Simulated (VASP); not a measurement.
Mg3Zn2O, 6 atoms in the cell. Symmetry: R-3m, No. 166, trigonal system. The conventional cell has a = 5.840 Å, b = 5.840 Å, c = 9.682 Å, α = 90.00°, β = 90.00°, γ = 120.00°. Within 3.2 Å of Mg (site symmetry 2/m) lie 2 O at 2.33 Å and 6 Zn at 2.67 to 3.14 Å and 4 Mg at 2.92 Å. Within 3.2 Å of Zn (site symmetry 3m) lie 1 Zn at 2.32 Å and 9 Mg at 2.67 to 3.14 Å. Within 3.1 Å of O (site symmetry -3m) lie 6 Mg at 2.33 Å. The cell was built from a structure type or drawn by symmetry, and may not be a known phase.

- Program: VASP 6.6.1
- Task: single point
- Functional: PBE
- Potentials or basis: VASP PAW PBE potentials, release 64 (Mg, Zn, O)
- Cutoff: 520 eV
- k mesh: 12 × 12 × 12
- Occupations: gaussian, width 0.1 eV
- Spin: no spin polarisation
- Dipole correction: no
- Further INCAR settings: ALGO = Normal; EDIFF = 1e-06; NBANDS = 27

Potentials or basis: VASP PAW PBE potentials, release 64 (Mg, Zn, O).

Run with:

```console
$ cat potpaw_PBE.64/Mg/POTCAR potpaw_PBE.64/Zn/POTCAR potpaw_PBE.64/O/POTCAR > POTCAR
$ mpirun -np 1 vasp_std > vasp.out
```

Hardware: 1 thread of Intel(R) Xeon(R) Platinum 8259CL CPU @ 2.50GHz (Skylake/Cascade Lake), with other jobs on the host.

Estimate the wall time of this run.

Wall time 5.1 min on 1 thread of Intel(R) Xeon(R) Platinum 8259CL CPU @ 2.50GHz (Skylake/Cascade Lake), on a shared host, peak memory 0.55 GiB. Counts: scf iterations 14, k points 189.
